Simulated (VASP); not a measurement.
Input of a VASP 6.6.1 run:

INCAR

```
  PREC = Accurate
  ENCUT = 520
  EDIFF = 1E-6
  ISMEAR = 0
  SIGMA = 0.05
  LREAL = F
  LASPH = T
  NELM = 60
  ALGO = Normal
  ISIF = 2
  LWAVE = F
  LCHARG = T
  GGA = PS
  LELF = T
  LVHAR = T
  NBANDS = 16
```

File KPOINTS:

```
Automatic mesh
0
Gamma
  10 10 10
```

Contents of POSCAR:

```
HgSb
1.0
    0.0000000000      3.2015114781      3.2015114781
    3.2015114781      0.0000000000      3.2015114781
    3.2015114781      3.2015114781      0.0000000000
Hg Sb
1 1
Direct
    0.0000000000      0.0000000000      0.0000000000
    0.2500000000      0.2500000000      0.2500000000
```

Potentials or basis: VASP PAW PBE potentials, release 64 (Hg, Sb).

Launch:

```console
$ cat potpaw_PBE.64/Hg/POTCAR potpaw_PBE.64/Sb/POTCAR > POTCAR
$ mpirun -np 1 vasp_std > vasp.out
```

**Question.** Estimate the pressure.

**Answer.** 0.0 GPa.

**Question.** What does it give for the band gap on the k mesh?

**Answer.** Zero (an odd number of electrons rules out a gap without spin polarisation).

Caveat: the PAW data sets were made with another functional, which shifts forces and pressure a little; spin-orbit coupling is left out, which moves the levels of the heavy elements.
